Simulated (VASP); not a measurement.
Crystal: GaN.

```
Ga N
1.0
     0.00000    2.25350    2.25350
     2.25350    0.00000    2.25350
     2.25350    2.25350    0.00000
Ga N
1 1
Direct
  0.00000 0.00000 0.00000
  0.25000 0.25000 0.25000
```

Base run:

- Program: VASP 6.6.1
- Functional: r2SCAN
- Potentials or basis: VASP PAW PBE potentials, release 64 (Ga_d, N)
- Cutoff: 520 eV
- k mesh: 10 × 10 × 10
- Occupations: gaussian, width 0.01 eV
- Spin: no spin polarisation

Its results: band gap on the k mesh 2.12 eV; electronic dielectric tensor (diagonal) 5.46.

The run is repeated on the same cell with these changes: functional from r2SCAN to LDA; potentials or basis from VASP PAW PBE potentials, release 64 (Ga_d, N) to VASP PAW LDA potentials, release 64 (Ga_d, N). What comes out?

Band gap on the k mesh 1.75 eV; electronic dielectric tensor (diagonal) 5.99.

